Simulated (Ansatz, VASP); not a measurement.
**Si4N: VASP beside Ansatz**

Contents of INCAR:

```
SYSTEM = Si4N
  PREC = Accurate
  ENCUT = 520
  EDIFF = 1E-6
  ISMEAR = 0
  SIGMA = 0.05
  LREAL = .FALSE.
  LASPH = .TRUE.
  NELM = 150
  ALGO = Normal
  ISIF = 2
  LWAVE = .FALSE.
  LCHARG = .TRUE.
  ISPIN = 2
  MAGMOM = 0 0 0 0 3
  LORBIT = 11
  LDIPOL = .TRUE.
  IDIPOL = 3
  DIPOL = 0.5 0.5 0.335
  GGA = PE
  IVDW = 12
  LELF = .TRUE.
  LVHAR = .TRUE.
  LVACPOTAV = .TRUE.
  NBANDS = 22
```

KPOINTS

```
Automatic mesh
0
G
  7 7 1
  0 0 0
```

The input POSCAR:

```
Si4N
1.0
    3.8333442755      0.0000000000      0.0000000000
    0.0000000000      3.8333442755      0.0000000000
    0.0000000000      0.0000000000     21.1034818114
Si N
4 1
Direct
    0.0000000000      0.5000000000      0.1895421825
    0.0000000000      0.0000000000      0.2537634269
    0.5000000000      0.0000000000      0.3207061922
    0.5000000000      0.5000000000      0.3839879070
    0.8750000000      1.0000000000      0.5261445439
```

Input for Ansatz:

```yaml
crystal:
  lattice:
    - [3.8333442755, 0.0, 0.0]
    - [0.0, 3.8333442755, 0.0]
    - [0.0, 0.0, 21.1034818114]
  atoms:
    - { symbol: Si, position: [0.0, 0.5, 0.1895421825] }
    - { symbol: Si, position: [0.0, 0.0, 0.2537634269] }
    - { symbol: Si, position: [0.5, 0.0, 0.3207061922] }
    - { symbol: Si, position: [0.5, 0.5, 0.383987907] }
    - { symbol: "N", position: [0.875, 1.0, 0.5261445439], spin: 3.0 }
basis:
  ecutwfc: 420
kpoints:
  mp_grid: { grid: [7, 7, 1] }
hamiltonian:
  xc: pbe
  pseudopotentials: { kind: paw, azcp: { folder: soft_1 } }
  dispersion: d3bj
scf:
  occupations: { method: gaussian, width: 0.05 }
output:
  forces: true
  eigenvalues: true
  populations: true
magnetization:
  spin_polarized: true
efield:
  axis: 3
  dipole_correction: true
  ramp_width: 0.04
```

Alike in both runs: task single point; functional PBE; dispersion D3(BJ); k mesh 7 × 7 × 1; occupations gaussian, width 0.05 eV; collinear spin.

|  | VASP | Ansatz |
| --- | --- | --- |
| version | VASP 6.6.1 | Ansatz 0.2.0 |
| potentials or method | VASP PAW PBE potentials, release 64 (Si, N), cutoff 520 eV | scalar-relativistic, plane waves, PAW |
| valence electrons in the cell | 21 | 21 |

Ansatz gave:

| Quantity | Value |
| --- | --- |
| gap on the k mesh at the Fermi level (eV) | none |
| rms of the force components (eV/Å) | 0.057 |
| net moment per atom (μB) | 0.55 |
| size of the moment on the site where the two differ most (μB) | 2.86 |
| work function, face that differs most (eV) | 5.84 |

**Question.** What did VASP give for the same quantities?

**Answer.** gap on the k mesh at the Fermi level (eV): none; rms of the force components (eV/Å): 0.057; net moment per atom (μB): 0.55; size of the moment on the site where the two differ most (μB): 1.92; work function, face that differs most (eV): 5.84.

Site moments also hang on the region over which each program counts them. Atom by atom the forces differ by 0.002 eV/Å (rms over components). A gap of «none» marks a metal or a gap that the smearing closes.
